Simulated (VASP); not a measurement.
# CdS (P6_3mc) in VASP: relaxation of shape and atoms at fixed volume with r2SCAN

Aim: the relaxation of shape and atoms at fixed volume of CdS with r2SCAN.

Everything below comes from runs of VASP 6.6.1. Logs are shortened: lines on timing, memory, paths and dates and some standing lists are left out, and cuts for length are marked.

### 1 The cell of the first run

The structure is hexagonal, space group P6_3mc (No. 186). The conventional cell has a = 4.299 Å, b = 4.299 Å, c = 6.984 Å, α = 90.00°, β = 90.00°, γ = 120.00°. Cd (site symmetry 3m) has 4 S at 2.63 Å within 3.5 Å. Within 3.5 Å of S (site symmetry 3m) lie 4 Cd at 2.63 Å.

### 2 Relaxation of shape and atoms at fixed volume, r2SCAN (27.94 Å³/atom)

Contents of POSCAR:

```
CdS
1.0
    4.2986042468      0.0000000000      0.0000000000
   -2.1493021234      3.7227004786      0.0000000000
    0.0000000000      0.0000000000      6.9837433159
Cd S
2 2
Direct
    0.3333333333      0.6666666667     -0.0009748770
    0.6666666667      0.3333333333      0.4990251230
    0.3333333333      0.6666666667      0.3759748770
    0.6666666667      0.3333333333      0.8759748770
```

Contents of INCAR.step1:

```
  PREC = Accurate
  ENCUT = 600
  ISMEAR = 0
  SIGMA = 0.02
  LREAL = False
  LASPH = True
  NELM = 100
  GGA = PE
  ALGO = Normal
  EDIFF = 1E-4
  LWAVE = True
  LCHARG = False
```

Contents of INCAR.step2:

```
  PREC = Accurate
  ENCUT = 600
  EDIFF = 1E-6
  ISMEAR = 0
  SIGMA = 0.02
  LREAL = False
  LASPH = True
  NELM = 100
  ALGO = Normal
  ISIF = 4
  LWAVE = False
  LCHARG = False
  METAGGA = R2SCAN
  LMIXTAU = True
  IBRION = 2
  NSW = 50
  EDIFFG = -0.01
  ISTART = 1
```

Contents of KPOINTS:

```
Automatic mesh
0
Gamma
  6 6 4
```

Potentials or basis: VASP PAW PBE potentials, release 64 (Cd, S).

Run with:

```bash
cat potpaw_PBE.64/Cd/POTCAR potpaw_PBE.64/S/POTCAR > POTCAR
cp INCAR.step1 INCAR
mpirun -np 1 vasp_std > vasp.out
cp INCAR.step2 INCAR
mpirun -np 1 vasp_std > vasp.out
```

OUTCAR:

```text
PREC = Accurate
   ENCUT = 600
   EDIFF = 1E-6
   ISMEAR = 0
   LREAL = False
   LASPH = True
   NELM = 100
   ISIF = 4
   METAGGA = R2SCAN
   IBRION = 2
   NSW = 50
   EDIFFG = -0.01
   ISTART = 1

 ion  position               nearest neighbor table
   1  0.333  0.667  0.999-   4 2.63   4 2.63   4 2.63   3 2.63
   2  0.667  0.333  0.499-   3 2.63   3 2.63   3 2.63   4 2.63
   3  0.333  0.667  0.376-   2 2.63   2 2.63   2 2.63   1 2.63
   4  0.667  0.333  0.876-   1 2.63   1 2.63   1 2.63   2 2.63

  LATTYP: Found a hexagonal cell.
 ALAT       =     4.2986042468
 C/A-ratio  =     1.6246537050

  Lattice vectors:

 A1 = (   4.2986042468,   0.0000000000,   0.0000000000)
 A2 = (  -2.1493021234,   3.7227004786,   0.0000000000)
 A3 = (   0.0000000000,   0.0000000000,   6.9837433159)

Analysis of symmetry for initial positions (statically):
=====================================================================
 Subroutine PRICEL returns:
 Original cell was already a primitive cell.

 Routine SETGRP: Setting up the symmetry group for a
 hexagonal supercell.

 Subroutine GETGRP returns: Found 12 space group operations
 (whereof  6 operations were pure point group operations)
 out of a pool of 24 trial point group operations.

The static configuration has the point symmetry C_3v.
 The point group associated with its full space group is C_6v.

Analysis of symmetry for dynamics (positions and initial velocities):
=====================================================================
 Subroutine PRICEL returns:
 Original cell was already a primitive cell.

 Routine SETGRP: Setting up the symmetry group for a
 hexagonal supercell.

 Subroutine GETGRP returns: Found 12 space group operations
 (whereof  6 operations were pure point group operations)
 out of a pool of 24 trial point group operations.

The dynamic configuration has the point symmetry C_3v.
 The point group associated with its full space group is C_6v.

 Subroutine INISYM returns: Found 12 space group operations
 (whereof  6 operations are pure point group operations),
 and found     1 'primitive' translations

----------------------------------------------------------------------------------------

                                     Primitive cell

  volume of cell :     111.7568

  direct lattice vectors                    reciprocal lattice vectors
     4.298604247  0.000000000  0.000000000     0.232633651  0.134311101  0.000000000
    -2.149302123  3.722700479  0.000000000     0.000000000  0.268622202  0.000000000
     0.000000000  0.000000000  6.983743316     0.000000000  0.000000000  0.143189684

  length of vectors
     4.298604247  4.298604247  6.983743316     0.268622202  0.268622202  0.143189684

  position of ions in fractional coordinates (direct lattice)
     0.333333333  0.666666667  0.999025123
     0.666666667  0.333333333  0.499025123
     0.333333333  0.666666667  0.375974877
     0.666666667  0.333333333  0.875974877

  ion indices of the primitive-cell ions
   primitive index   ion index
                 1           1
                 2           2
                 3           3
                 4           4

----------------------------------------------------------------------------------------

 KPOINTS: Automatic mesh

Automatic generation of k-mesh.
 Grid dimensions read from file:
 generate k-points for:    6    6    4

 Generating k-lattice:

  Cartesian coordinates                     Fractional coordinates (reciprocal lattice)
     0.038772275  0.022385184  0.000000000     0.166666667  0.000000000  0.000000000
     0.000000000  0.044770367  0.000000000     0.000000000  0.166666667  0.000000000
     0.000000000  0.000000000  0.035797421     0.000000000  0.000000000  0.250000000

  Length of vectors
     0.044770367  0.044770367  0.035797421

  Shift w.r.t. Gamma in fractional coordinates (k-lattice)
     0.000000000  0.000000000  0.000000000

 Subroutine IBZKPT returns following result:
 ===========================================

 Found     21 irreducible k-points:

 Following reciprocal coordinates:
            Coordinates               Weight
  0.000000  0.000000  0.000000      1.000000
  0.166667 -0.000000  0.000000      6.000000
  0.333333  0.000000  0.000000      6.000000
  0.500000 -0.000000  0.000000      3.000000
  0.166667  0.166667  0.000000      6.000000
  0.333333  0.166667  0.000000     12.000000
[... 13 lines left out ...]
  0.333333  0.166667  0.500000     12.000000
  0.333333  0.333333  0.500000      2.000000
   k-points           NKPTS =     21   k-points in BZ     NKDIM =     21   number of bands    NBANDS=     22
   number of dos      NEDOS =    301   number of ions     NIONS =      4
   total plane-waves  NPLWV =  72576
   dimension x,y,z NGX =    36 NGY =   36 NGZ =   56
   dimension x,y,z NGXF=    72 NGYF=   72 NGZF=  112
   ions per type =               2   2
   NGX,Y,Z   is equivalent  to a cutoff of  13.92, 13.92, 13.33 a.u.
   NGXF,Y,Z  is equivalent  to a cutoff of  27.85, 27.85, 26.66 a.u.
 SYSTEM =  unknown system
   PREC   = accura    normal or accurate (medium, high low for compatibility)
   ISTART =      1    job   : 0-new  1-cont  2-samecut
   ICHARG =      0    charge: 1-file 2-atom 10-const
   ISPIN  =      1    spin polarized calculation?
   LNONCOLLINEAR =      F non collinear calculations
   LSORBIT =      F    spin-orbit coupling
   LASPH  =      T    aspherical Exc in radial PAW
   ENCUT  =  600.0 eV  44.10 Ry    6.64 a.u.   8.59  8.59 13.95*2*pi/ulx,y,z
   NELM   =    100;   NELMIN=  2; NELMDL=  0     # of ELM steps
   EDIFF  = 0.1E-05   stopping-criterion for ELM
   LREAL  =      F    real-space projection
   EDIFFG = -.1E-01   stopping-criterion for IOM
   NSW    =     50    number of steps for IOM
   IBRION =      2    ionic relax: 0-MD 1-quasi-New 2-CG
   NFREE  =      1    steps in history (QN), initial steepest desc. (CG)
   ISIF   =      4    stress and relaxation
   ISYM   =      2    0-nonsym 1-usesym 2-fastsym
   POTIM  = 0.5000    time-step for ionic-motion
   TEBEG  =    0.0;   TEEND  =   0.0 temperature during run
   PSTRESS=    0.0 pullay stress
   NELECT =      36.0000    total number of electrons
   NUPDOWN=      -1.0000    fix difference up-down
   EMIN   =  10.00;   EMAX   =-10.00  energy-range for DOS
   EFERMI =   0.00;   METHOD = LEGACY
   ISMEAR =     0;   SIGMA  =   0.02  broadening in eV -4-tet -1-fermi 0-gaus
   EFERMI_NEDOS =   21; number of points for ismear=-14 and -15
   IALGO  =     38    algorithm
   IMIX   =      4    mixing-type and parameters
     AMIX     =   0.40;   BMIX     =  1.00
     AMIX_MAG =   1.60;   BMIX_MAG =  1.00
  volume/ion in A,a.u.               =      27.94       188.54
  Fermi-wavevector in a.u.,A,eV,Ry     =   1.122236  2.120719 17.135378  1.259415
  Thomas-Fermi vector in A             =   2.258895
   LORBIT       =      0    0 simple, 1 ext, 2 COOP (PROOUT), +10 PAW based schemes
   METAGGA = R2SCAN    functional components
   LHFCALC =     F    Hartree Fock is set to
   AEXX    =    0.0000 exact exchange contribution
   IVDW    =     0    specifies the selected vdW correction
   LEPSILON=     F    determine dielectric tensor
   LRPA    =     F    only Hartree local field effects (RPA)
 conjugate gradient relaxation of ions
 non-spin polarized calculation
 Gauss-broadening in eV      SIGMA  =   0.02
  energy-cutoff  :      600.00
  volume of cell :      111.76
 maximum number of plane-waves:      3757
 NGX is ok and might be reduce to    36
   NGX = 17   NGY = 17   NGZ = 27

 number of electron      35.9999996 magnetization

 Free energy of the ion-electron system (eV)
  ---------------------------------------------------
  ext. energy  EPLUGINS =         0.00000000
  ---------------------------------------------------
  free energy    TOTEN  =       -59.23766529 eV

  energy without entropy =      -59.23766529  energy(sigma->0) =      -59.23766529

 E-fermi :   0.2122     XC(G=0):  -9.1512

 val. band max:        0.1048279118   @ k =   0.0000   0.0000   0.0000
 cond. band min:       1.4880645399   @ k =   0.0000   0.0000   0.0000
 fundamental gap:      1.3832366281
 Fermi energy:         0.2122142144

 k-point     1 :       0.0000    0.0000    0.0000
  band No.  band energies     occupation
      1     -12.0939      2.00000
      2     -11.7621      2.00000
      3      -7.5025      2.00000
      4      -7.4983      2.00000
      5      -7.4983      2.00000
      6      -7.4328      2.00000
[... 14 lines left out ...]
     21       7.0750      0.00000
     22       7.0750      0.00000

 k-point     2 :       0.1667   -0.0000    0.0000
  band No.  band energies     occupation
      1     -12.0208      2.00000
      2     -11.7306      2.00000
      3      -7.4785      2.00000
      4      -7.4697      2.00000
      5      -7.4288      2.00000
      6      -7.3937      2.00000
[... 14 lines left out ...]
     21       6.2903      0.00000
     22       7.3121      0.00000

 k-point     3 :       0.3333    0.0000    0.0000
  band No.  band energies     occupation
      1     -11.8634      2.00000
      2     -11.6781      2.00000
      3      -7.4356      2.00000
      4      -7.4248      2.00000
      5      -7.3204      2.00000
      6      -7.3134      2.00000
[... 14 lines left out ...]
     21       5.7708      0.00000
     22       6.5737      0.00000
[... 401 lines left out ...]
 k-point    20 :       0.3333    0.1667    0.5000
  band No.  band energies     occupation
      1     -11.7121      2.00000
      2     -11.7121      2.00000
      3      -7.3745      2.00000
      4      -7.3745      2.00000
      5      -7.3453      2.00000
      6      -7.3453      2.00000
[... 14 lines left out ...]
     21       6.0756      0.00000
     22       6.0756      0.00000

 k-point    21 :       0.3333    0.3333    0.5000
  band No.  band energies     occupation
      1     -11.6864      2.00000
      2     -11.6864      2.00000
      3      -7.3539      2.00000
      4      -7.3539      2.00000
      5      -7.3429      2.00000
      6      -7.3429      2.00000
[... 14 lines left out ...]
     21       6.4890      0.00000
     22       6.4890      0.00000

------------------------ aborting loop because EDIFF is reached ----------------------------------------

  FORCE on cell =-STRESS in cart. coord.  units (eV):
  Direction    XX          YY          ZZ          XY          YZ          ZX
  --------------------------------------------------------------------------------------
  -------------------------------------------------------------------------------------
  Total       -3.1283731     -3.1283731     -3.1231613      0.0000000      0.0000000      0.0000000
  in kB      -44.8492614    -44.8492614    -44.7745444      0.0000000      0.0000000      0.0000000
  external PRESSURE =     -44.8243557 kB  Pullay stress =       0.0000000 kB

 VOLUME and BASIS-vectors are now :
 -----------------------------------------------------------------------------
  energy-cutoff  :      600.00
  volume of cell :      111.76
      direct lattice vectors                 reciprocal lattice vectors
     4.298604247  0.000000000  0.000000000     0.232633651  0.134311101  0.000000000
    -2.149302123  3.722700479  0.000000000     0.000000000  0.268622202  0.000000000
     0.000000000  0.000000000  6.983743316     0.000000000  0.000000000  0.143189684

 POSITION                                       TOTAL-FORCE (eV/Angst)
 -----------------------------------------------------------------------------------
     -0.00000      2.48180      6.97694        -0.000000     -0.000000     -0.003504
      2.14930      1.24090      3.48506         0.000000      0.000000     -0.003504
     -0.00000      2.48180      2.62571         0.000000     -0.000000      0.003504
      2.14930      1.24090      6.11758         0.000000      0.000000      0.003504
 -----------------------------------------------------------------------------------
    total drift:                               -0.000000      0.000000     -0.003704

  FREE ENERGIE OF THE ION-ELECTRON SYSTEM (eV)
  ---------------------------------------------------
  free  energy   TOTEN  =       -59.2376652911 eV

  energy  without entropy=      -59.2376652911  energy(sigma->0) =      -59.23766529

 reached required accuracy - stopping structural energy minimisation
```

Wall time 6 min (1 thread of Oxide Virtual Turin-like, shared host); peak memory 0.27 GiB.

What came out:

| Item | Value |
| --- | --- |
| Free energy | -59.2377 eV |
| Pressure after relaxing | -4.5 GPa |
| Largest force after relaxing | 0.004 eV/Å |
| Band gap on the k mesh | 1.38 eV |

Forces in eV/Å, atoms in the order of the input:
```
Cd   0.000  0.000 -0.004
Cd   0.000  0.000 -0.004
S    0.000  0.000  0.004
S    0.000  0.000  0.004
```

Final structure:
```xyz
4
Lattice="4.2986 0.0000 0.0000 -2.1493 3.7227 0.0000 0.0000 0.0000 6.9837" Properties=species:S:1:pos:R:3 pbc="T T T"
Cd    0.0000    2.4818    6.9769
Cd    2.1493    1.2409    3.4851
S     0.0000    2.4818    2.6257
S     2.1493    1.2409    6.1176
```

Levels at points of the mesh, in eV from the valence-band top:
```
           k point  band 15  band 16  band 17  band 18  band 19  band 20  band 21  band 22
(0.00, 0.00, 0.00)    -0.62    -0.02     0.00     0.00     1.38     3.06     6.97     6.97
(0.50, 0.00, 0.00)    -2.21    -1.55    -1.05    -0.62     3.90     4.20     5.44     6.47
(0.00, 0.00, 0.50)    -0.32    -0.32    -0.32    -0.32     3.01     3.01     6.48     6.48
(0.50, 0.00, 0.50)    -1.11    -1.11    -1.09    -1.09     3.78     3.78     5.70     5.70
```

Caveat: the relaxation stopped at its first step, so nothing moved; the PAW data sets were made with another functional, which shifts forces and pressure a little.
